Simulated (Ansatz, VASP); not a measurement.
Two plane-wave programs on Pt

The input INCAR:

```
PREC = Accurate
ENCUT = 570
EDIFF = 1E-6
ISMEAR = -1
SIGMA = 0.08
LREAL = False
LASPH = True
NELM = 120
ALGO = Normal
ISIF = 2
LWAVE = False
LCHARG = False
GGA = CA
NBANDS = 25
GGA_COMPAT = False
```

File KPOINTS:

```
Automatic mesh
0
Gamma
  16 16 9
```

The input POSCAR:

```
Pt
1.0
    2.7141501671      0.0000000000      0.0000000000
   -1.3570750835      2.3505229944      0.0000000000
    0.0000000000      0.0000000000      4.6584615956
Pt
2
Direct
    0.3333333333      0.6666666667      0.2500000000
    0.6666666667      0.3333333333      0.7500000000
```

Input for Ansatz:

```yaml
crystal:
  lattice:
    - [2.7141501671, 0.0, 0.0]
    - [-1.3570750835, 2.3505229944, 0.0]
    - [0.0, 0.0, 4.6584615956]
  atoms:
    - { symbol: Pt, position: [0.3333333333, 0.6666666667, 0.25] }
    - { symbol: Pt, position: [0.6666666667, 0.3333333333, 0.75] }
kpoints:
  mp_grid: { grid: [16, 16, 9] }
  band_path:
    path:
      - [0.0, 0.0, 0.0]
      - [0.5, 0.0, 0.0]
      - [0.3333333333, 0.3333333333, 0.0]
      - [0.0, 0.0, 0.0]
      - [0.0, 0.0, 0.5]
      - [0.5, 0.0, 0.5]
      - [0.3333333333, 0.3333333333, 0.5]
      - [0.0, 0.0, 0.5]
      - [0.5, 0.0, 0.5]
    npoints: 8
scf:
  occupations: { method: fermi_dirac, width: 0.08 }
hamiltonian:
  xc: lda
  pseudopotentials: { kind: paw }
output:
  forces: true
  stress: true
  eigenvalues: true
  populations: true
  dos: { projected: true, de: 0.2, e_range: [-14, 8] }
```

Change from the starting cell: volume scaled by 1, PAW files.

Alike in both runs: task single point; functional LDA; k mesh 16 × 16 × 9; occupations fermi-dirac, width 0.08 eV; no spin polarisation.

|  | VASP | Ansatz |
| --- | --- | --- |
| version | VASP 6.6.1 | Ansatz 0.2.0 |
| potentials or method | VASP PAW LDA potentials, release 64 (Pt_sv_GW) | PAW with Ansatz's default frozen-core files, scalar-relativistic |
| plane-wave cutoff (eV) | 570 | 420 |
| valence electrons in the cell | 36 | 36 |

VASP gave:

- pressure (GPa): -0.4
- traceless stress, the component that is largest in VASP (GPa): -0.25

Problem. Estimate Ansatz's values.

Solution. Pressure (GPa): 0.0; traceless stress, the component that is largest in VASP (GPa): 0.01.

LDA's correlation is that of Perdew and Zunger in VASP and of Perdew and Wang (1992) in Ansatz.

Spin-orbit coupling is off throughout.
